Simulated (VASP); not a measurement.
Wanted: the native input for a VASP 6.6.1 run.

```yaml
Task: single point
Functional: PBE
Potentials_or_basis: VASP PAW PBE potentials, release 64 (Ru_pv, Pd, C, N)
Cutoff: 600 eV
k_mesh: 4 × 4 × 4
Occupations: gaussian, width 0.1 eV
Spin: collinear spin, ferromagnetic start
Starting_moments: "[1.0, 0.0, 0.0, 0.0, 0.0, 0.0, 0.0, 0.0, 0.0, 0.0, 0.0, 0.0, 0.0, 0.0] μB"
Dipole_correction: no
Further_INCAR_settings: ALGO = Normal; EDIFF = 1e-06; NBANDS = 56
```

The structure of PdRuC6N6 lies in POSCAR:

```
PdRuC6N6
1.0
    0.0000000000      5.1667489557      5.1667489557
    5.1667489557      0.0000000000      5.1667489557
    5.1667489557      5.1667489557      0.0000000000
Ru Pd C N
1 1 6 6
Direct
    0.5000000000      0.5000000000      0.5000000000
    0.0000000000      0.0000000000      0.0000000000
    0.8059622968      0.1940377032      0.1940377032
    0.1940377032      0.8059622968      0.1940377032
    0.1940377032      0.1940377032      0.8059622968
    0.1940377032      0.8059622968      0.8059622968
    0.8059622968      0.1940377032      0.8059622968
    0.8059622968      0.8059622968      0.1940377032
    0.6936412971      0.3063587029      0.3063587029
    0.3063587029      0.6936412971      0.3063587029
    0.3063587029      0.3063587029      0.6936412971
    0.3063587029      0.6936412971      0.6936412971
    0.6936412971      0.3063587029      0.6936412971
    0.6936412971      0.6936412971      0.3063587029
```

These files were run (other wordings do the same):

INCAR

```
SYSTEM = PdRuC6N6
ALGO = Normal
EDIFF = 1E-6
ENCUT = 600
GGA = PE
GGA_COMPAT = .FALSE.
ISIF = 2
ISMEAR = 0
ISPIN = 2
LASPH = .TRUE.
LCHARG = .FALSE.
LMAXMIX = 4
LORBIT = 11
LREAL = .FALSE.
LWAVE = .FALSE.
MAGMOM = 1 0 0 0 0 0 0 0 0 0 0 0 0 0
NBANDS = 56
NELM = 200
PREC = Accurate
SIGMA = 0.1
```

KPOINTS

```
k-points
0
G
  4 4 4
  0 0 0
```

Potentials or basis: VASP PAW PBE potentials, release 64 (Ru_pv, Pd, C, N).

Launch:

```console
$ cat potpaw_PBE.64/Ru_pv/POTCAR potpaw_PBE.64/Pd/POTCAR potpaw_PBE.64/C/POTCAR potpaw_PBE.64/N/POTCAR > POTCAR
$ mpirun -np 1 vasp_std > vasp.out
```

Results of the run:

```yaml
Pressure: 0.4 GPa
Largest_force: 0.401 eV/Å
Band_gap_on_the_k_mesh: 1.52 eV (least direct gap 1.53 eV)
Net_moment: 0.00 μB per cell
Valence_electrons_inside_the_program's_atomic_spheres: Ru 12.69; Pd 10.15; C 2.60; N 3.88
```

Run time: 24 min on 1 thread of Intel Xeon 8259CL, on a shared host, peak memory 0.77 GiB.
